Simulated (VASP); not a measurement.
# AlN in VASP: a series of runs

AlN is run at these levels: PBE; tasks: single point, relaxation of the atoms.

Everything below comes from runs of VASP 6.6.1. Logs are shortened: lines on timing, memory, paths and dates and some standing lists are left out, and cuts for length are marked.

### Step 1. The cell of the first run

The typed cell holds 2 atoms: a = 3.089 Å, b = 3.089 Å, c = 3.089 Å, α = 60.00°, β = 60.00°, γ = 60.00°.

### Step 2. Single point, PBE

INCAR

```
  PREC = Accurate
  ENCUT = 600
  EDIFF = 1E-6
  ISMEAR = 0
  SIGMA = 0.01
  LREAL = F
  LASPH = T
  NELM = 120
  ALGO = Normal
  ISIF = 2
  LWAVE = F
  LCHARG = T
  GGA = PE
  LELF = T
  LVHAR = T
  NBANDS = 11
  GGA_COMPAT = F
```

KPOINTS

```
Automatic mesh
0
Gamma
  5 5 5
```

POSCAR

```
AlN
1.0
    3.0886330000      0.0000000000      0.0000000000
    1.5443165000      2.6748346410      0.0000000000
    1.5443165000      0.8916115470      2.5218582842
Al N
1 1
Direct
   -0.0008921875      0.0128185752      0.0004247864
    0.7491945762      0.7628993205      0.7501591971
```

Potentials or basis: VASP PAW PBE potentials, release 64 (Al, N).

Launch:

```bash
$ cat potpaw_PBE.64/Al/POTCAR potpaw_PBE.64/N/POTCAR > POTCAR
$ mpirun -np 1 vasp_std > vasp.out
```

OUTCAR:

```text
PREC = Accurate
   ENCUT = 600
   EDIFF = 1E-6
   ISMEAR = 0
   LREAL = F
   LASPH = T
   NELM = 120
   ISIF = 2
   GGA = PE

 ion  position               nearest neighbor table
   1  0.999  0.013  0.000-   2 1.89   2 1.89   2 1.89   2 1.89
   2  0.749  0.763  0.750-   1 1.89   1 1.89   1 1.89   1 1.89

  LATTYP: Found a face centered cubic cell.
 ALAT       =     4.3679866778

  Lattice vectors:

 A1 = (   3.0886330000,   0.0000000000,   0.0000000000)
 A2 = (   1.5443165000,   2.6748346410,   0.0000000000)
 A3 = (   1.5443165000,   0.8916115470,   2.5218582842)

Analysis of symmetry for initial positions (statically):
=====================================================================
 Subroutine PRICEL returns:
 Original cell was already a primitive cell.

 Routine SETGRP: Setting up the symmetry group for a
 face centered cubic supercell.

 Subroutine GETGRP returns: Found  2 space group operations
 (whereof  1 operations were pure point group operations)
 out of a pool of 48 trial point group operations.

The static configuration has the point symmetry C_1 .
 The point group associated with its full space group is C_1h.

Analysis of symmetry for dynamics (positions and initial velocities):
=====================================================================
 Subroutine PRICEL returns:
 Original cell was already a primitive cell.

 Routine SETGRP: Setting up the symmetry group for a
 face centered cubic supercell.

 Subroutine GETGRP returns: Found  2 space group operations
 (whereof  1 operations were pure point group operations)
 out of a pool of 48 trial point group operations.

The dynamic configuration has the point symmetry C_1 .
 The point group associated with its full space group is C_1h.

 Subroutine INISYM returns: Found  2 space group operations
 (whereof  1 operations are pure point group operations),
 and found     1 'primitive' translations

----------------------------------------------------------------------------------------

                                     Primitive cell

  volume of cell :      20.8345

  direct lattice vectors                    reciprocal lattice vectors
     3.088633000  0.000000000  0.000000000     0.323767829 -0.186927443 -0.132177663
     1.544316500  2.674834641  0.000000000     0.000000000  0.373854886 -0.132177663
     1.544316500  0.891611547  2.521858284     0.000000000  0.000000000  0.396532988

  length of vectors
     3.088633000  3.088633000  3.088633000     0.396532988  0.396532988  0.396532988

  position of ions in fractional coordinates (direct lattice)
     0.999107813  0.012818575  0.000424786
     0.749194576  0.762899320  0.750159197

  ion indices of the primitive-cell ions
   primitive index   ion index
                 1           1
                 2           2

----------------------------------------------------------------------------------------

 KPOINTS: Automatic mesh

Automatic generation of k-mesh.
 Grid dimensions read from file:
 generate k-points for:    5    5    5

 Generating k-lattice:

  Cartesian coordinates                     Fractional coordinates (reciprocal lattice)
     0.064753566 -0.037385489 -0.026435533     0.200000000  0.000000000 -0.000000000
     0.000000000  0.074770977 -0.026435533     0.000000000  0.200000000  0.000000000
     0.000000000  0.000000000  0.079306598     0.000000000  0.000000000  0.200000000

  Length of vectors
     0.079306598  0.079306598  0.079306598

  Shift w.r.t. Gamma in fractional coordinates (k-lattice)
     0.000000000  0.000000000  0.000000000

 Subroutine IBZKPT returns following result:
 ===========================================

 Found     39 irreducible k-points:

 Following reciprocal coordinates:
            Coordinates               Weight
  0.000000  0.000000  0.000000      1.000000
  0.200000 -0.000000 -0.000000      4.000000
  0.000000  0.000000  0.200000      2.000000
  0.200000  0.200000  0.200000      2.000000
  0.400000 -0.000000 -0.000000      4.000000
  0.000000  0.000000  0.400000      2.000000
[... 16 lines left out ...]
 -0.400000 -0.400000  0.400000      2.000000
 -0.200000  0.200000  0.000000      2.000000
 [... further k-points ...]
   k-points           NKPTS =     39   k-points in BZ     NKDIM =     39   number of bands    NBANDS=     11
   number of dos      NEDOS =    301   number of ions     NIONS =      2
   total plane-waves  NPLWV =  21952
   dimension x,y,z NGX =    28 NGY =   28 NGZ =   28
   dimension x,y,z NGXF=    56 NGYF=   56 NGZF=   56
   ions per type =               1   1
   NGX,Y,Z   is equivalent  to a cutoff of  15.07, 15.07, 15.07 a.u.
   NGXF,Y,Z  is equivalent  to a cutoff of  30.14, 30.14, 30.14 a.u.
 SYSTEM =  unknown system
   PREC   = accura    normal or accurate (medium, high low for compatibility)
   ISTART =      0    job   : 0-new  1-cont  2-samecut
   ICHARG =      2    charge: 1-file 2-atom 10-const
   ISPIN  =      1    spin polarized calculation?
   LNONCOLLINEAR =      F non collinear calculations
   LSORBIT =      F    spin-orbit coupling
   LASPH  =      T    aspherical Exc in radial PAW
   ENCUT  =  600.0 eV  44.10 Ry    6.64 a.u.   6.17  6.17  6.17*2*pi/ulx,y,z
   NELM   =    120;   NELMIN=  2; NELMDL= -5     # of ELM steps
   EDIFF  = 0.1E-05   stopping-criterion for ELM
   LREAL  =      F    real-space projection
   EDIFFG = 0.1E-04   stopping-criterion for IOM
   NSW    =      0    number of steps for IOM
   IBRION =     -1    ionic relax: 0-MD 1-quasi-New 2-CG
   NFREE  =      0    steps in history (QN), initial steepest desc. (CG)
   ISIF   =      2    stress and relaxation
   ISYM   =      2    0-nonsym 1-usesym 2-fastsym
   POTIM  = 0.5000    time-step for ionic-motion
   TEBEG  =    0.0;   TEEND  =   0.0 temperature during run
   PSTRESS=    0.0 pullay stress
   NELECT =       8.0000    total number of electrons
   NUPDOWN=      -1.0000    fix difference up-down
   EMIN   =  10.00;   EMAX   =-10.00  energy-range for DOS
   EFERMI =   0.00;   METHOD = LEGACY
   ISMEAR =     0;   SIGMA  =   0.01  broadening in eV -4-tet -1-fermi 0-gaus
   EFERMI_NEDOS =   21; number of points for ismear=-14 and -15
   IALGO  =     38    algorithm
   IMIX   =      4    mixing-type and parameters
     AMIX     =   0.40;   BMIX     =  1.00
     AMIX_MAG =   1.60;   BMIX_MAG =  1.00
  volume/ion in A,a.u.               =      10.42        70.30
  Fermi-wavevector in a.u.,A,eV,Ry     =   1.189899  2.248584 19.263947  1.415860
  Thomas-Fermi vector in A             =   2.325996
   LORBIT       =      0    0 simple, 1 ext, 2 COOP (PROOUT), +10 PAW based schemes
   GGA     = PE    functional components
   LHFCALC =     F    Hartree Fock is set to
   AEXX    =    0.0000 exact exchange contribution
   IVDW    =     0    specifies the selected vdW correction
   LEPSILON=     F    determine dielectric tensor
   LRPA    =     F    only Hartree local field effects (RPA)
 non-spin polarized calculation
 Gauss-broadening in eV      SIGMA  =   0.01
  energy-cutoff  :      600.00
  volume of cell :       20.83
 maximum number of plane-waves:       725
 NGX is ok and might be reduce to    28
   NGX = 13   NGY = 13   NGZ = 13

 number of electron       8.0000000 magnetization

 Free energy of the ion-electron system (eV)
  ---------------------------------------------------
  ext. energy  EPLUGINS =         0.00000000
  ---------------------------------------------------
  free energy    TOTEN  =       -14.83426335 eV

  energy without entropy =      -14.83426335  energy(sigma->0) =      -14.83426335

 E-fermi :   6.0324     XC(G=0): -10.9319

 val. band max:        5.9789305502   @ k =   0.0000   0.0000   0.0000
 cond. band min:       9.8706561733   @ k =   0.4000   0.4000  -0.0000
 fundamental gap:      3.8917256231
 Fermi energy:         6.0324455881

 k-point     1 :       0.0000    0.0000    0.0000
  band No.  band energies     occupation
      1      -9.0055      2.00000
      2       5.9758      2.00000
      3       5.9788      2.00000
      4       5.9789      2.00000
      5      10.1708      0.00000
      6      18.5312      0.00000
      7      18.5312      0.00000
      8      18.5316      0.00000
      9      23.6597      0.00000
     10      23.6597      0.00000
     11      25.0607      0.00000

 k-point     2 :       0.2000   -0.0000   -0.0000
  band No.  band energies     occupation
      1      -8.4422      2.00000
      2       3.5611      2.00000
      3       5.7959      2.00000
      4       5.7985      2.00000
      5      11.9570      0.00000
      6      17.3434      0.00000
      7      18.5942      0.00000
      8      18.5960      0.00000
      9      21.8721      0.00000
     10      21.8730      0.00000
     11      23.4031      0.00000

 k-point     3 :       0.0000    0.0000    0.2000
  band No.  band energies     occupation
      1      -8.4421      2.00000
      2       3.5594      2.00000
      3       5.7985      2.00000
      4       5.7986      2.00000
      5      11.9560      0.00000
      6      17.3434      0.00000
      7      18.5960      0.00000
      8      18.5960      0.00000
      9      21.8703      0.00000
     10      21.8703      0.00000
     11      23.4049      0.00000
[... 267 lines left out ...]
 k-point    23 :      -0.4000   -0.4000    0.4000
  band No.  band energies     occupation
      1      -6.7078      2.00000
      2       0.7850      2.00000
      3       3.7621      2.00000
      4       5.1816      2.00000
      5      13.2118      0.00000
      6      15.1586      0.00000
      7      18.2376      0.00000
      8      18.3310      0.00000
      9      23.5012      0.00000
     10      24.4629      0.00000
     11      27.3256      0.00000

 k-point    24 :      -0.2000    0.2000    0.0000
  band No.  band energies     occupation
      1      -7.6378      2.00000
      2       2.2182      2.00000
      3       4.2863      2.00000
      4       5.7229      2.00000
      5      13.5376      0.00000
      6      15.9302      0.00000
      7      17.3747      0.00000
      8      18.4740      0.00000
      9      20.9484      0.00000
     10      24.4190      0.00000
     11      27.3316      0.00000

 [... further k-points ...]

------------------------ aborting loop because EDIFF is reached ----------------------------------------

  FORCE on cell =-STRESS in cart. coord.  units (eV):
  Direction    XX          YY          ZZ          XY          YZ          ZX
  --------------------------------------------------------------------------------------
  -------------------------------------------------------------------------------------
  Total        0.5759468      0.5761333      0.5867711     -0.0001615     -0.0000684     -0.0001184
  in kB       44.2903426     44.3046799     45.1227310     -0.0124164     -0.0052575     -0.0091060
  external PRESSURE =      44.5725845 kB  Pullay stress =       0.0000000 kB

 VOLUME and BASIS-vectors are now :
 -----------------------------------------------------------------------------
  energy-cutoff  :      600.00
  volume of cell :       20.83
      direct lattice vectors                 reciprocal lattice vectors
     3.088633000  0.000000000  0.000000000     0.323767829 -0.186927443 -0.132177663
     1.544316500  2.674834641  0.000000000     0.000000000  0.373854886 -0.132177663
     1.544316500  0.891611547  2.521858284     0.000000000  0.000000000  0.396532988

 POSITION                                       TOTAL-FORCE (eV/Angst)
 -----------------------------------------------------------------------------------
      3.10633      0.03467      0.00107        -0.000303     -0.000175     -0.009859
      4.65063      2.70948      1.89180         0.000303      0.000175      0.009859
 -----------------------------------------------------------------------------------
    total drift:                               -0.003395      0.005807      0.000005

  FREE ENERGIE OF THE ION-ELECTRON SYSTEM (eV)
  ---------------------------------------------------
  free  energy   TOTEN  =       -14.8342633459 eV

  energy  without entropy=      -14.8342633459  energy(sigma->0) =      -14.83426335
```

Wall time 5.9 s (1 thread of AMD EPYC 9R45 (Zen 5), shared host); peak memory 0.12 GiB.

What came out:

```yaml
Free_energy: -14.8343 eV
Pressure: 4.5 GPa
Largest_force: 0.010 eV/Å
Band_gap_on_the_k_mesh: 3.89 eV (least direct gap 4.19 eV)
```

Forces on the atoms (eV/Å):
```
Al   0.000  0.000 -0.010
N    0.000  0.000  0.010
```

Stress tensor (GPa, compression positive):
```
4.43 0.00 0.00
0.00 4.43 0.00
0.00 0.00 4.51
```

Caveat: the k points lie up to 0.50 Å⁻¹ apart; an odd mesh through Γ misses points on the zone boundary, where band edges can lie.

### Step 3. Relaxation of the atoms, PBE

INCAR

```
PREC     = Accurate       # precision mode
ENCUT    = 520            # plane-wave cutoff, eV
EDIFF    = 1E-7           # SCF threshold, eV
ISMEAR   = 0              # smearing method
SIGMA    = 0.01           # smearing width, eV
LREAL    = F              # projectors in reciprocal space
LASPH    = T              # aspherical terms in the spheres
NELM     = 120            # most SCF steps
ALGO     = Normal         # electronic algorithm
ISIF     = 2              # what is computed and relaxed
LWAVE    = F              # write WAVECAR
LCHARG   = F              # write CHGCAR
GGA      = PE             # functional
IBRION   = 2              # ionic algorithm
NSW      = 80             # ionic steps
EDIFFG   = -0.01          # ionic threshold
GGA_COMPAT= F            
NELMIN   = 4
```

KPOINTS is that of step 2.

POSCAR

```
AlN
1.0
    3.0886330000      0.0000000000      0.0000000000
    1.5443165000      2.6748346410      0.0000000000
    1.5443165000      0.8916115470      2.5218582842
Al N
1 1
Direct
    0.0000000000      0.0000000000      0.0000000000
    0.7500000000      0.7500000000      0.7500000000
```

Potentials or basis: VASP PAW PBE potentials, release 64 (Al, N).

Launch:

```bash
$ cat potpaw_PBE.64/Al/POTCAR potpaw_PBE.64/N/POTCAR > POTCAR
$ mpirun -np 1 vasp_std > vasp.out
```

It took 1.5 s on 1 thread of AMD EPYC 9R45 (Zen 5), shared host; peak memory 0.1 GiB.

It converged, with:

* Free energy: -14.8327 eV
* Pressure after relaxing: 4.6 GPa
* Band gap on the k mesh: 3.89 eV (least direct gap 4.19 eV)

Final structure:
```xyz
2
Lattice="3.0886 0.0000 0.0000 1.5443 2.6748 0.0000 1.5443 0.8916 2.5219" Properties=species:S:1:pos:R:3 pbc="T T T"
Al    0.0000    0.0000    0.0000
N     4.6330    2.6748    1.8914
```

Levels at points of the mesh, in eV from the valence-band top:
| k point | band 2 | band 3 | band 4 | band 5 | band 6 | band 7 |
| --- | --- | --- | --- | --- | --- | --- |
| (0.00, 0.00, 0.00) | 0.00 | 0.00 | 0.00 | 4.19 | 12.55 | 12.55 |

Caveat: the k points lie up to 0.50 Å⁻¹ apart; the relaxation stopped at its first step, so nothing moved; an odd mesh through Γ misses points on the zone boundary, where band edges can lie.
